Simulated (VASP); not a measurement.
# HfB2 (P6/mmm) in VASP: single point with PBE

Aim: the single point of HfB2 with PBE.

All numbers are computed with VASP 6.6.1; they aren't measurements. Logs are shortened: lines on timing, memory, paths and dates and some standing lists are left out, and cuts for length are marked.

### Step 1. The cell of the first run

The structure is hexagonal, space group P6/mmm (No. 191). The conventional cell has a = 3.140 Å, b = 3.140 Å, c = 3.480 Å, α = 90.00°, β = 90.00°, γ = 120.00°. Within 3.3 Å of Hf (site symmetry 6/mmm) lie 12 B at 2.51 Å and 6 Hf at 3.14 Å. Within 2.4 Å of B (site symmetry -6m2) lie 3 B at 1.81 Å.

### Step 2. Single point, PBE

File INCAR:

```
PREC = Accurate
ENCUT = 500
EDIFF = 1E-6
ISMEAR = -1
SIGMA = 0.02
LREAL = F
LASPH = T
NELM = 120
ALGO = Normal
ISIF = 2
LWAVE = F
LCHARG = F
GGA = PE
NBANDS = 15
GGA_COMPAT = F
```

File KPOINTS:

```
regular mesh
0
Gamma
  10 10 8
```

File POSCAR:

```
HfB2
1.0
    3.1400000000      0.0000000000      0.0000000000
   -1.5700000000      2.7193197700      0.0000000000
    0.0000000000      0.0000000000      3.4800000000
Hf B
1 2
Direct
    0.0000000000      0.0000000000      0.0000000000
    0.3333333333      0.6666666667      0.5000000000
    0.6666666667      0.3333333333      0.5000000000
```

Potentials or basis: VASP PAW PBE potentials, release 64 (Hf_pv, B).

On the command line:

```
cat potpaw_PBE.64/Hf_pv/POTCAR potpaw_PBE.64/B/POTCAR > POTCAR
mpirun -np 1 vasp_std > vasp.out
```

OUTCAR:

```text
PREC = Accurate
   ENCUT = 500
   EDIFF = 1E-6
   ISMEAR = -1
   LREAL = F
   LASPH = T
   NELM = 120
   ISIF = 2
   GGA = PE

 ion  position               nearest neighbor table
   1  0.000  0.000  0.000-   2 2.51   3 2.51   2 2.51   3 2.51   3 2.51   3 2.51   2 2.51   2 2.51
                             3 2.51   3 2.51   2 2.51   2 2.51
   2  0.333  0.667  0.500-   3 1.81   3 1.81   3 1.81   1 2.51   1 2.51   1 2.51   1 2.51   1 2.51
                             1 2.51
   3  0.667  0.333  0.500-   2 1.81   2 1.81   2 1.81   1 2.51   1 2.51   1 2.51   1 2.51   1 2.51
                             1 2.51

  LATTYP: Found a hexagonal cell.
 ALAT       =     3.1400000000
 C/A-ratio  =     1.1082802548

  Lattice vectors:

 A1 = (   3.1400000000,   0.0000000000,   0.0000000000)
 A2 = (  -1.5700000000,   2.7193197700,   0.0000000000)
 A3 = (   0.0000000000,   0.0000000000,   3.4800000000)

Analysis of symmetry for initial positions (statically):
=====================================================================
 Subroutine PRICEL returns:
 Original cell was already a primitive cell.

 Routine SETGRP: Setting up the symmetry group for a
 hexagonal supercell.

 Subroutine GETGRP returns: Found 24 space group operations
 (whereof 24 operations were pure point group operations)
 out of a pool of 24 trial point group operations.

The static configuration has the point symmetry D_6h.

Analysis of symmetry for dynamics (positions and initial velocities):
=====================================================================
 Subroutine PRICEL returns:
 Original cell was already a primitive cell.

 Routine SETGRP: Setting up the symmetry group for a
 hexagonal supercell.

 Subroutine GETGRP returns: Found 24 space group operations
 (whereof 24 operations were pure point group operations)
 out of a pool of 24 trial point group operations.

The dynamic configuration has the point symmetry D_6h.

 Subroutine INISYM returns: Found 24 space group operations
 (whereof 24 operations are pure point group operations),
 and found     1 'primitive' translations

----------------------------------------------------------------------------------------

                                     Primitive cell

  volume of cell :      29.7146

  direct lattice vectors                    reciprocal lattice vectors
     3.140000000  0.000000000  0.000000000     0.318471338  0.183869512  0.000000000
    -1.570000000  2.719319770  0.000000000     0.000000000  0.367739025  0.000000000
     0.000000000  0.000000000  3.480000000     0.000000000  0.000000000  0.287356322

  length of vectors
     3.140000000  3.140000002  3.480000000     0.367739025  0.367739025  0.287356322

  position of ions in fractional coordinates (direct lattice)
     0.000000000  0.000000000  0.000000000
     0.333333333  0.666666667  0.500000000
     0.666666667  0.333333333  0.500000000

  ion indices of the primitive-cell ions
   primitive index   ion index
                 1           1
                 2           2
                 3           3

----------------------------------------------------------------------------------------

 KPOINTS: regular mesh

Automatic generation of k-mesh.
 Grid dimensions read from file:
 generate k-points for:   10   10    8

 Generating k-lattice:

  Cartesian coordinates                     Fractional coordinates (reciprocal lattice)
     0.031847134  0.018386951  0.000000000     0.100000000  0.000000000  0.000000000
     0.000000000  0.036773902  0.000000000     0.000000000  0.100000000  0.000000000
     0.000000000  0.000000000  0.035919540     0.000000000  0.000000000  0.125000000

  Length of vectors
     0.036773902  0.036773902  0.035919540

  Shift w.r.t. Gamma in fractional coordinates (k-lattice)
     0.000000000  0.000000000  0.000000000

 Subroutine IBZKPT returns following result:
 ===========================================

 Found     70 irreducible k-points:

 Following reciprocal coordinates:
            Coordinates               Weight
  0.000000  0.000000  0.000000      1.000000
  0.100000  0.000000  0.000000      6.000000
  0.200000  0.000000  0.000000      6.000000
  0.300000  0.000000  0.000000      6.000000
  0.400000  0.000000  0.000000      6.000000
  0.500000  0.000000  0.000000      3.000000
[... 16 lines left out ...]
  0.300000  0.100000  0.125000     24.000000
  0.400000  0.100000  0.125000     24.000000
 [... further k-points ...]
   k-points           NKPTS =     70   k-points in BZ     NKDIM =     70   number of bands    NBANDS=     15
   number of dos      NEDOS =    301   number of ions     NIONS =      3
   total plane-waves  NPLWV =  16128
   dimension x,y,z NGX =    24 NGY =   24 NGZ =   28
   dimension x,y,z NGXF=    48 NGYF=   48 NGZF=   56
   ions per type =               1   2
   NGX,Y,Z   is equivalent  to a cutoff of  12.71, 12.71, 13.38 a.u.
   NGXF,Y,Z  is equivalent  to a cutoff of  25.41, 25.41, 26.75 a.u.
 SYSTEM =  unknown system
   PREC   = accura    normal or accurate (medium, high low for compatibility)
   ISTART =      0    job   : 0-new  1-cont  2-samecut
   ICHARG =      2    charge: 1-file 2-atom 10-const
   ISPIN  =      1    spin polarized calculation?
   LNONCOLLINEAR =      F non collinear calculations
   LSORBIT =      F    spin-orbit coupling
   LASPH  =      T    aspherical Exc in radial PAW
   ENCUT  =  500.0 eV  36.75 Ry    6.06 a.u.   5.72  5.72  6.34*2*pi/ulx,y,z
   NELM   =    120;   NELMIN=  2; NELMDL= -5     # of ELM steps
   EDIFF  = 0.1E-05   stopping-criterion for ELM
   LREAL  =      F    real-space projection
   EDIFFG = 0.1E-04   stopping-criterion for IOM
   NSW    =      0    number of steps for IOM
   IBRION =     -1    ionic relax: 0-MD 1-quasi-New 2-CG
   NFREE  =      0    steps in history (QN), initial steepest desc. (CG)
   ISIF   =      2    stress and relaxation
   ISYM   =      2    0-nonsym 1-usesym 2-fastsym
   POTIM  = 0.5000    time-step for ionic-motion
   TEBEG  =    0.0;   TEEND  =   0.0 temperature during run
   PSTRESS=    0.0 pullay stress
   NELECT =      16.0000    total number of electrons
   NUPDOWN=      -1.0000    fix difference up-down
   EMIN   =  10.00;   EMAX   =-10.00  energy-range for DOS
   EFERMI =   0.00;   METHOD = LEGACY
   ISMEAR =    -1;   SIGMA  =   0.02  broadening in eV -4-tet -1-fermi 0-gaus
   EFERMI_NEDOS =   21; number of points for ismear=-14 and -15
   IALGO  =     38    algorithm
   IMIX   =      4    mixing-type and parameters
     AMIX     =   0.40;   BMIX     =  1.00
     AMIX_MAG =   1.60;   BMIX_MAG =  1.00
  volume/ion in A,a.u.               =       9.90        66.84
  Fermi-wavevector in a.u.,A,eV,Ry     =   1.331860  2.516850 24.134693  1.773850
  Thomas-Fermi vector in A             =   2.460838
   LORBIT       =      0    0 simple, 1 ext, 2 COOP (PROOUT), +10 PAW based schemes
   GGA     = PE    functional components
   LHFCALC =     F    Hartree Fock is set to
   AEXX    =    0.0000 exact exchange contribution
   IVDW    =     0    specifies the selected vdW correction
   LEPSILON=     F    determine dielectric tensor
   LRPA    =     F    only Hartree local field effects (RPA)
 non-spin polarized calculation
  energy-cutoff  :      500.00
  volume of cell :       29.71
 maximum number of plane-waves:       770
 NGX is ok and might be reduce to    24
   NGX = 11   NGY = 11   NGZ = 13

 number of electron      15.9999998 magnetization

 Free energy of the ion-electron system (eV)
  ---------------------------------------------------
  ext. energy  EPLUGINS =         0.00000000
  ---------------------------------------------------
  free energy    TOTEN  =       -26.39751012 eV

  energy without entropy =      -26.39665106  energy(sigma->0) =      -26.39708059

 E-fermi :   7.5215     XC(G=0): -12.5969

 val. band max:        7.5039423497   @ k =   0.2000   0.2000   0.1250
 cond. band min:       7.8043889615   @ k =   0.1000   0.1000   0.2500
 fundamental gap:      0.3004466117
 Fermi energy:         7.5215431200

 k-point     1 :       0.0000    0.0000    0.0000
  band No.  band energies     occupation
      1     -22.9618      2.00000
      2     -22.4722      2.00000
      3     -22.4722      2.00000
      4      -6.0813      2.00000
      5       4.6657      2.00000
      6       4.7735      2.00000
      7       4.7735      2.00000
      8       4.8891      2.00000
      9      11.6965      0.00000
     10      11.6965      0.00000
     11      12.3287      0.00000
     12      12.3287      0.00000
     13      12.6627      0.00000
     14      12.6664      0.00000
     15      12.6664      0.00000

 k-point     2 :       0.1000    0.0000    0.0000
  band No.  band energies     occupation
      1     -22.9493      2.00000
      2     -22.5495      2.00000
      3     -22.4893      2.00000
      4      -5.8660      2.00000
      5       4.1766      2.00000
      6       4.7071      2.00000
      7       4.7591      2.00000
      8       4.8791      2.00000
      9      10.9676      0.00000
     10      11.5468      0.00000
     11      11.5474      0.00000
     12      11.9449      0.00000
     13      13.2995      0.00000
     14      13.6825      0.00000
     15      14.0789      0.00000
[... 365 lines left out ...]
      3     -22.6482      2.00000
      4      -3.4905      2.00000
      5       0.5407      2.00000
      6       3.2013      2.00000
      7       3.9018      2.00000
      8       5.8915      2.00000
      9       8.7388      0.00000
     10      11.0008      0.00000
     11      11.9570      0.00000
     12      13.2425      0.00000
     13      15.0494      0.00000
     14      15.7537      0.00000
     15      18.5507      0.00000

 k-point    24 :       0.4000    0.1000    0.1250
  band No.  band energies     occupation
      1     -23.1867      2.00000
      2     -22.8636      2.00000
      3     -22.6868      2.00000
      4      -2.2876      2.00000
      5      -0.9206      2.00000
      6       3.0245      2.00000
      7       3.9063      2.00000
      8       5.4503      2.00000
      9       8.8210      0.00000
     10      11.8020      0.00000
     11      11.8787      0.00000
     12      13.9459      0.00000
     13      15.1699      0.00000
     14      16.1060      0.00000
     15      18.4914      0.00000

 [... further k-points ...]

------------------------ aborting loop because EDIFF is reached ----------------------------------------

  FORCE on cell =-STRESS in cart. coord.  units (eV):
  Direction    XX          YY          ZZ          XY          YZ          ZX
  --------------------------------------------------------------------------------------
  -------------------------------------------------------------------------------------
  Total        0.1365027      0.1365027      0.2906895      0.0000000      0.0000000     -0.0000000
  in kB        7.3600819      7.3600819     15.6736734      0.0000000      0.0000000     -0.0000000
  external PRESSURE =      10.1312791 kB  Pullay stress =       0.0000000 kB

 VOLUME and BASIS-vectors are now :
 -----------------------------------------------------------------------------
  energy-cutoff  :      500.00
  volume of cell :       29.71
      direct lattice vectors                 reciprocal lattice vectors
     3.140000000  0.000000000  0.000000000     0.318471338  0.183869512  0.000000000
    -1.570000000  2.719319770  0.000000000     0.000000000  0.367739025  0.000000000
     0.000000000  0.000000000  3.480000000     0.000000000  0.000000000  0.287356322

 POSITION                                       TOTAL-FORCE (eV/Angst)
 -----------------------------------------------------------------------------------
      0.00000      0.00000      0.00000         0.000000      0.000000      0.000000
     -0.00000      1.81288      1.74000        -0.000000      0.000000     -0.000000
      1.57000      0.90644      1.74000         0.000000     -0.000000      0.000000
 -----------------------------------------------------------------------------------
    total drift:                               -0.000000      0.000000      0.000000

  FREE ENERGIE OF THE ION-ELECTRON SYSTEM (eV)
  ---------------------------------------------------
  free  energy   TOTEN  =       -26.3975101230 eV

  energy  without entropy=      -26.3966510595  energy(sigma->0) =      -26.39708059
```

Run time: 14 s. Hardware: 1 thread of Intel Xeon Platinum 8488C (Sapphire Rapids), shared host; peak memory 0.16 GiB.

Results:

```yaml
Free_energy: -26.3975 eV
Pressure: 1.0 GPa
Band_gap_on_the_k_mesh: zero (band 8 reaches 8.26 eV, above the bottom of band 9 at 7.43 eV)
```

Levels at points of the mesh, in eV from the Fermi level:
```
           k point  band 6  band 7  band 8  band 9  band 10  band 11
(0.00, 0.00, 0.00)   -2.75   -2.75   -2.63    4.17     4.17     4.81
(0.50, 0.00, 0.00)   -3.98   -3.28   -2.72    2.26     2.88     5.72
(0.00, 0.00, 0.50)   -1.04   -1.04    0.47    0.47     1.15     1.15
(0.50, 0.00, 0.50)   -4.82   -4.56   -2.53    4.15     4.31     6.40
```

Caveat: spin-orbit coupling is left out, which moves the levels of the heavy elements.
